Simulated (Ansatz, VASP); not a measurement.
## HfC in VASP and in Ansatz

```xyz
4
Lattice="2.6168 0.0000 0.0000 -1.3084 2.2662 0.0000 0.0000 0.0000 4.9412" Properties=species:S:1:pos:R:3 pbc="T T T"
Hf    0.0000    0.0000    0.0000
Hf    0.0000    0.0000    2.4706
C     0.0000    1.5108    1.2353
C     1.3084    0.7554    3.7059
```

Change from the starting cell: volume scaled by 0.55, LAPW.

Alike in both runs: task single point; functional PBE; k mesh 10 × 10 × 6; occupations fermi-dirac, width 0.05 eV; no spin polarisation.

|  | VASP | Ansatz |
| --- | --- | --- |
| version | VASP 6.6.1 | Ansatz 0.2.0 |
| potentials or method | VASP PAW PBE potentials, release 64 (Hf_pv, C), cutoff 520 eV | all-electron LAPW, scalar-relativistic |

Ansatz gave:

```
pressure (GPa)                                                : 371.3
traceless stress, the component that is largest in VASP (GPa) : 0.59
```

Task: Estimate VASP's values.

Result: Pressure (GPa): 375.6; traceless stress, the component that is largest in VASP (GPa): -0.89.

Both programs put the cell under a high pressure, so it lies far from rest at this level. Ansatz ran all-electron here, and VASP with PAW potentials.

Spin-orbit coupling is off throughout. Noted on VASP's run: the cell as given lies far from equilibrium.
